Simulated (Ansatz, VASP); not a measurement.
One calculation of PbSe, two programs

```
CELL_PARAMETERS angstrom
-0.03062 3.04684 3.04684
3.04684 -0.03062 3.04684
3.04684 3.04684 -0.03062
ATOMIC_POSITIONS crystal
Pb 0.00000 0.00000 0.00000
Se 0.50000 0.50000 0.50000
```

Change from the starting cell: equal xy, yz and zx shear strains of -1 %, crystal datasets.

Alike in both runs: task electric field gradients; functional PBEsol; k mesh 9 × 9 × 9; occupations fermi-dirac, width 0.01 eV; no spin polarisation.

```csv
,VASP,Ansatz
version,VASP 6.6.1,Ansatz 0.2.0
potentials or method,"VASP PAW PBE potentials, release 64 (Pb_d, Se), cutoff 520 eV","all-electron PAW with datasets made for the crystal, scalar-relativistic"
```

VASP gave:

| Property | Result |
| --- | --- |
| gap on the k mesh at the Fermi level (eV) | 0.56 |
| pressure (GPa) | -0.6 |
| traceless stress, the component that is largest in VASP (GPa) | 0.17 |
| size of Vzz on the site where it differs most (V/Å²) | 2.1 |

**Question.** Which values does Ansatz return?

**Answer.** gap on the k mesh at the Fermi level (eV): 0.56; pressure (GPa): -0.6; traceless stress, the component that is largest in VASP (GPa): 0.17; size of Vzz on the site where it differs most (V/Å²): 3.8.

VASP's potentials were made for PBE, not for PBEsol. Ansatz ran all-electron here, and VASP with PAW potentials.

Neither program's run includes spin-orbit coupling.
